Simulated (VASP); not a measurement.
# NaPdC (P4/mmm) in VASP: density of states with PBE

Aim: the density of states of NaPdC with PBE.

Everything below comes from runs of VASP 6.6.1. Logs are shortened: lines on timing, memory, paths and dates and some standing lists are left out, and cuts for length are marked.

### Step 1. The cell of the first run

It takes space group P4/mmm (No. 123, tetragonal). Conventional cell: a = 3.003 Å, b = 3.003 Å, c = 5.492 Å, α = 90.00°, β = 90.00°, γ = 90.00°. Na (site symmetry 4/mmm) has 2 Pd at 2.75 Å and 4 Na at 3.00 Å and 8 C at 3.47 Å within 3.6 Å. Within 2.8 Å of Pd (site symmetry 4/mmm) lie 4 C at 2.12 Å and 2 Na at 2.75 Å. Within 2.8 Å of C (site symmetry 4/mmm) lie 4 Pd at 2.12 Å.

### Step 2. Density of states, PBE

Contents of POSCAR:

```
NaPdC
1.0
    3.0030851501      0.0000000000      0.0000000000
    0.0000000000      3.0030851501      0.0000000000
    0.0000000000      0.0000000000      5.4921860133
Na Pd C
1 1 1
Direct
    0.0000000000      0.0000000000      0.5000000000
    0.0000000000      0.0000000000      0.0000000000
    0.5000000000      0.5000000000      0.0000000000
```

Contents of INCAR.step1:

```
SYSTEM = NaPdC
PREC = Accurate
ENCUT = 520
EDIFF = 1E-7
ISMEAR = 0
SIGMA = 0.1
LREAL = .False.
LASPH = .True.
NELM = 100
ALGO = Normal
ISIF = 2
LWAVE = .False.
LCHARG = .True.
LMAXMIX = 4
GGA = PE
NBANDS = 18
```

Contents of KPOINTS.step1:

```
regular mesh
0
Gamma
  16 16 8
  0 0 0
```

Contents of INCAR.step2:

```
SYSTEM = NaPdC
PREC = Accurate
ENCUT = 520
EDIFF = 1E-7
ISMEAR = -5
SIGMA = 0.1
LREAL = .False.
LASPH = .True.
NELM = 100
ALGO = Normal
ISIF = 2
LWAVE = .False.
LCHARG = .False.
LMAXMIX = 4
GGA = PE
LORBIT = 11
NEDOS = 1001
ICHARG = 11
```

Contents of KPOINTS.step2:

```
regular mesh
0
Gamma
  24 24 12
  0 0 0
```

Potentials or basis: VASP PAW PBE potentials, release 64 (Na_pv, Pd, C).

Run with:

```console
$ cat potpaw_PBE.64/Na_pv/POTCAR potpaw_PBE.64/Pd/POTCAR potpaw_PBE.64/C/POTCAR > POTCAR
$ cp INCAR.step1 INCAR
$ cp KPOINTS.step1 KPOINTS
$ mpirun -np 1 vasp_std > vasp.out
$ cp INCAR.step2 INCAR
$ cp KPOINTS.step2 KPOINTS
$ mpirun -np 1 vasp_std > vasp.out
```

OUTCAR:

```text
SYSTEM = NaPdC
   PREC = Accurate
   ENCUT = 520
   EDIFF = 1E-7
   ISMEAR = -5
   LREAL = .False.
   LASPH = .True.
   NELM = 100
   ISIF = 2
   GGA = PE
   LORBIT = 11
   ICHARG = 11

 ion  position               nearest neighbor table
   1  0.000  0.000  0.500-   2 2.75   2 2.75
   2  0.000  0.000  0.000-   3 2.12   3 2.12   3 2.12   3 2.12   1 2.75   1 2.75
   3  0.500  0.500  0.000-   2 2.12   2 2.12   2 2.12   2 2.12

  LATTYP: Found a simple tetragonal cell.
 ALAT       =     3.0030851501
 C/A-ratio  =     1.8288479143

  Lattice vectors:

 A1 = (   3.0030851501,   0.0000000000,   0.0000000000)
 A2 = (   0.0000000000,   3.0030851501,   0.0000000000)
 A3 = (   0.0000000000,   0.0000000000,   5.4921860133)

Analysis of symmetry for initial positions (statically):
=====================================================================
 Subroutine PRICEL returns:
 Original cell was already a primitive cell.

 Routine SETGRP: Setting up the symmetry group for a
 simple tetragonal supercell.

 Subroutine GETGRP returns: Found 16 space group operations
 (whereof 16 operations were pure point group operations)
 out of a pool of 16 trial point group operations.

The static configuration has the point symmetry D_4h.

Analysis of symmetry for dynamics (positions and initial velocities):
=====================================================================
 Subroutine PRICEL returns:
 Original cell was already a primitive cell.

 Routine SETGRP: Setting up the symmetry group for a
 simple tetragonal supercell.

 Subroutine GETGRP returns: Found 16 space group operations
 (whereof 16 operations were pure point group operations)
 out of a pool of 16 trial point group operations.

The dynamic configuration has the point symmetry D_4h.

 Subroutine INISYM returns: Found 16 space group operations
 (whereof 16 operations are pure point group operations),
 and found     1 'primitive' translations

----------------------------------------------------------------------------------------

                                     Primitive cell

  volume of cell :      49.5314

  direct lattice vectors                    reciprocal lattice vectors
     3.003085150  0.000000000  0.000000000     0.332990891  0.000000000  0.000000000
     0.000000000  3.003085150  0.000000000     0.000000000  0.332990891  0.000000000
     0.000000000  0.000000000  5.492186013     0.000000000  0.000000000  0.182076863

  length of vectors
     3.003085150  3.003085150  5.492186013     0.332990891  0.332990891  0.182076863

  position of ions in fractional coordinates (direct lattice)
     0.000000000  0.000000000  0.500000000
     0.000000000  0.000000000  0.000000000
     0.500000000  0.500000000  0.000000000

  ion indices of the primitive-cell ions
   primitive index   ion index
                 1           1
                 2           2
                 3           3

----------------------------------------------------------------------------------------

 KPOINTS: regular mesh

Automatic generation of k-mesh.
 Grid dimensions read from file:
 generate k-points for:   24   24   12

 Generating k-lattice:

  Cartesian coordinates                     Fractional coordinates (reciprocal lattice)
     0.013874620  0.000000000  0.000000000     0.041666667  0.000000000  0.000000000
     0.000000000  0.013874620  0.000000000     0.000000000  0.041666667  0.000000000
     0.000000000  0.000000000  0.015173072     0.000000000  0.000000000  0.083333333

  Length of vectors
     0.013874620  0.013874620  0.015173072

  Shift w.r.t. Gamma in fractional coordinates (k-lattice)
     0.000000000  0.000000000  0.000000000

 TETIRR: Found  10368 inequivalent tetrahedra from    41472

 Subroutine IBZKPT returns following result:
 ===========================================

 Found    637 irreducible k-points:

 Following reciprocal coordinates:
            Coordinates               Weight
  0.000000  0.000000  0.000000      1.000000
  0.041667  0.000000  0.000000      4.000000
  0.083333  0.000000  0.000000      4.000000
  0.125000  0.000000  0.000000      4.000000
  0.166667  0.000000  0.000000      4.000000
  0.208333  0.000000  0.000000      4.000000
[... 16 lines left out ...]
  0.416667  0.041667  0.000000      8.000000
  0.458333  0.041667  0.000000      8.000000
 [... further k-points ...]
   k-points           NKPTS =    637   k-points in BZ     NKDIM =    637   number of bands    NBANDS=     14
   number of dos      NEDOS =   1001   number of ions     NIONS =      3
   total plane-waves  NPLWV =  24192
   dimension x,y,z NGX =    24 NGY =   24 NGZ =   42
   dimension x,y,z NGXF=    48 NGYF=   48 NGZF=   84
   ions per type =               1   1   1
   NGX,Y,Z   is equivalent  to a cutoff of  13.29, 13.29, 12.71 a.u.
   NGXF,Y,Z  is equivalent  to a cutoff of  26.57, 26.57, 25.43 a.u.
 SYSTEM =  NaPdC
   PREC   = accura    normal or accurate (medium, high low for compatibility)
   ISTART =      0    job   : 0-new  1-cont  2-samecut
   ICHARG =     11    charge: 1-file 2-atom 10-const
   ISPIN  =      1    spin polarized calculation?
   LNONCOLLINEAR =      F non collinear calculations
   LSORBIT =      F    spin-orbit coupling
   LASPH  =      T    aspherical Exc in radial PAW
   ENCUT  =  520.0 eV  38.22 Ry    6.18 a.u.   5.58  5.58 10.21*2*pi/ulx,y,z
   NELM   =    100;   NELMIN=  2; NELMDL=  0     # of ELM steps
   EDIFF  = 0.1E-06   stopping-criterion for ELM
   LREAL  =      F    real-space projection
   EDIFFG = 0.1E-05   stopping-criterion for IOM
   NSW    =      0    number of steps for IOM
   IBRION =     -1    ionic relax: 0-MD 1-quasi-New 2-CG
   NFREE  =      0    steps in history (QN), initial steepest desc. (CG)
   ISIF   =      2    stress and relaxation
   ISYM   =      2    0-nonsym 1-usesym 2-fastsym
   POTIM  = 0.5000    time-step for ionic-motion
   TEBEG  =    0.0;   TEEND  =   0.0 temperature during run
   PSTRESS=    0.0 pullay stress
   NELECT =      21.0000    total number of electrons
   NUPDOWN=      -1.0000    fix difference up-down
   EMIN   =  10.00;   EMAX   =-10.00  energy-range for DOS
   EFERMI =   0.00;   METHOD = LEGACY
   ISMEAR =    -5;   SIGMA  =   0.10  broadening in eV -4-tet -1-fermi 0-gaus
   EFERMI_NEDOS =   21; number of points for ismear=-14 and -15
   IALGO  =     38    algorithm
   IMIX   =      4    mixing-type and parameters
     AMIX     =   0.40;   BMIX     =  1.00
     AMIX_MAG =   1.60;   BMIX_MAG =  1.00
  volume/ion in A,a.u.               =      16.51       111.42
  Fermi-wavevector in a.u.,A,eV,Ry     =   1.229856  2.324092 20.579449  1.512547
  Thomas-Fermi vector in A             =   2.364728
   LORBIT       =     11    0 simple, 1 ext, 2 COOP (PROOUT), +10 PAW based schemes
   GGA     = PE    functional components
   LHFCALC =     F    Hartree Fock is set to
   AEXX    =    0.0000 exact exchange contribution
   IVDW    =     0    specifies the selected vdW correction
   LEPSILON=     F    determine dielectric tensor
   LRPA    =     F    only Hartree local field effects (RPA)
 non-spin polarized calculation
 Fermi weights with tetrahedron method with Bloechl corrections
  energy-cutoff  :      520.00
  volume of cell :       49.53
 maximum number of plane-waves:      1356
 NGX is ok and might be reduce to    24

 number of electron      20.9999994 magnetization

 Free energy of the ion-electron system (eV)
  ---------------------------------------------------
  ext. energy  EPLUGINS =         0.00000000
  ---------------------------------------------------
  free energy    TOTEN  =       -13.08091433 eV

  energy without entropy =      -13.08091433  energy(sigma->0) =      -13.08091433

 E-fermi :   4.8957     XC(G=0):  -9.7855

 val. band max:        4.9582508333   @ k =   0.1250   0.1250   0.0000
 cond. band min:       4.8726937768   @ k =   0.4167   0.0000   0.5000
 fundamental gap:     -0.0855570565
 Fermi energy:         4.8957109326

 k-point     1 :       0.0000    0.0000    0.0000
  band No.  band energies     occupation
      1     -20.3347      2.00000
      2     -20.3347      2.00000
      3     -20.3035      2.00000
      4      -7.3404      2.00000
      5       0.0258      2.00000
      6       0.6170      2.00000
      7       1.6779      2.00000
      8       1.8281      2.00000
      9       2.1126      2.00000
     10       2.1126      2.00000
     11       4.8906      2.00000
     12       4.8906      0.12031
     13       5.0546      0.00000
     14      10.6387      0.00000

 k-point     2 :       0.0417    0.0000    0.0000
  band No.  band energies     occupation
      1     -20.3372      2.00000
      2     -20.3344      2.00000
      3     -20.3032      2.00000
      4      -7.3139      2.00000
      5       0.0245      2.00000
      6       0.6306      2.00000
      7       1.5152      2.00000
      8       1.7169      2.00000
      9       2.1152      2.00000
     10       2.2932      2.00000
     11       4.7319      2.00000
     12       5.0384     -0.02833
     13       5.1730      0.00000
     14      10.6344      0.00000

 k-point     3 :       0.0833    0.0000    0.0000
  band No.  band energies     occupation
      1     -20.3447      2.00000
      2     -20.3338      2.00000
      3     -20.3022      2.00000
      4      -7.2351      2.00000
      5       0.0159      2.00000
      6       0.6713      2.00000
      7       1.2509      2.00000
      8       1.4358      2.00000
      9       2.1226      2.00000
     10       2.6116      2.00000
     11       4.4767      2.00000
     12       5.3206      0.00000
     13       5.4286      0.00000
     14      10.6192      0.00000

 k-point     4 :       0.1250    0.0000    0.0000
  band No.  band energies     occupation
      1     -20.3567      2.00000
      2     -20.3327      2.00000
      3     -20.3008      2.00000
      4      -7.1055      2.00000
      5      -0.0140      2.00000
      6       0.7387      2.00000
      7       0.9872      2.00000
      8       1.0746      2.00000
      9       2.1344      2.00000
     10       2.9665      2.00000
     11       4.1984      2.00000
     12       5.4599      0.00000
     13       5.9684      0.00000
     14      10.5864      0.00000

 k-point     5 :       0.1667    0.0000    0.0000
  band No.  band energies     occupation
      1     -20.3722      2.00000
      2     -20.3314      2.00000
      3     -20.2988      2.00000
      4      -6.9277      2.00000
      5      -0.0863      2.00000
      6       0.6942      2.00000
      7       0.7394      2.00000
      8       0.8312      2.00000
      9       2.1499      2.00000
     10       3.3446      2.00000
     11       3.9346      2.00000
[... 276 lines left out ...]
 k-point    22 :       0.3750    0.0417    0.0000
  band No.  band energies     occupation
      1     -20.4616      2.00000
      2     -20.3260      2.00000
      3     -20.2873      2.00000
      4      -5.5360      2.00000
      5      -1.4439      2.00000
      6      -0.6864      2.00000
      7      -0.1158      2.00000
      8       1.4584      2.00000
      9       2.2125      2.00000
     10       3.6556      2.00000
     11       5.4810      0.00000
     12       6.4825      0.00000
     13       9.2950      0.00000
     14       9.6893      0.00000

 k-point    23 :       0.4167    0.0417    0.0000
  band No.  band energies     occupation
      1     -20.4733      2.00000
      2     -20.3249      2.00000
      3     -20.2858      2.00000
      4      -5.2620      2.00000
      5      -1.7490      2.00000
      6      -0.8338      2.00000
      7      -0.1993      2.00000
      8       1.5471      2.00000
      9       2.2263      2.00000
     10       3.7237      2.00000
     11       5.8843      0.00000
     12       6.6584      0.00000
     13       8.9095      0.00000
     14       9.9370      0.00000

 k-point    24 :       0.4583    0.0417    0.0000
  band No.  band energies     occupation
      1     -20.4807      2.00000
      2     -20.3243      2.00000
      3     -20.2849      2.00000
      4      -5.0611      2.00000
      5      -1.9721      2.00000
      6      -0.9241      2.00000
      7      -0.2498      2.00000
      8       1.6037      2.00000
      9       2.2349      2.00000
     10       3.7782      2.00000
     11       6.2043      0.00000
     12       6.7893      0.00000
     13       8.5909      0.00000
     14       9.6504      0.00000

 [... further k-points ...]
[... 5 lines left out ...]
  --------------------------------------------------------------------------------------
  -------------------------------------------------------------------------------------
  Total       -0.1080092     -0.1080092      0.0609839      0.0000000     -0.0000000     -0.0000000
  in kB       -3.4937426     -3.4937426      1.9726284      0.0000000     -0.0000000     -0.0000000
  external PRESSURE =      -1.6716189 kB  Pullay stress =       0.0000000 kB

 VOLUME and BASIS-vectors are now :
 -----------------------------------------------------------------------------
  energy-cutoff  :      520.00
  volume of cell :       49.53
      direct lattice vectors                 reciprocal lattice vectors
     3.003085150  0.000000000  0.000000000     0.332990891  0.000000000  0.000000000
     0.000000000  3.003085150  0.000000000     0.000000000  0.332990891  0.000000000
     0.000000000  0.000000000  5.492186013     0.000000000  0.000000000  0.182076863

 POSITION                                       TOTAL-FORCE (eV/Angst)
 -----------------------------------------------------------------------------------
      0.00000      0.00000      2.74609         0.000000      0.000000      0.000000
      0.00000      0.00000      0.00000         0.000000      0.000000      0.000000
      1.50154      1.50154      0.00000         0.000000      0.000000      0.000000
 -----------------------------------------------------------------------------------
    total drift:                                0.000000     -0.000000     -0.000000

  FREE ENERGIE OF THE ION-ELECTRON SYSTEM (eV)
  ---------------------------------------------------
  free  energy   TOTEN  =       -13.0809143300 eV

  energy  without entropy=      -13.0809143300  energy(sigma->0) =      -13.08091433

 total charge

# of ion       s       p       d       tot
------------------------------------------
    1        0.103   5.980   0.000   6.083
    2        0.563   0.644   8.466   9.674
    3        0.894   1.311   0.000   2.205
--------------------------------------------------
tot          1.561   7.936   8.466  17.963
```

Run time: 12 min. Hardware: 1 thread of AMD EPYC 7R43 (Zen 3), shared host; peak memory 0.57 GiB.

What came out:

```
Valence electrons inside the program's atomic spheres : Na 6.08; Pd 9.67; C 2.21
```

Levels at points of the mesh, in eV from the Fermi level:
```
           k point  band 8  band 9  band 10  band 11  band 12  band 13
(0.00, 0.00, 0.00)   -3.07   -2.78    -2.78    -0.01    -0.01     0.16
(0.50, 0.00, 0.00)   -3.28   -2.63    -1.10     1.46     1.92     3.51
(0.50, 0.50, 0.00)   -3.12   -3.04    -1.75    -0.39     0.97     4.67
(0.00, 0.00, 0.50)   -3.07   -2.78    -2.78     0.00     0.00     1.28
(0.50, 0.00, 0.50)   -3.05   -2.63    -0.94     0.90     1.32     3.73
(0.50, 0.50, 0.50)   -3.10   -2.94    -1.75    -0.62     1.02     5.17
```

Caveat: tetrahedron occupations give inexact forces and stress in metals.
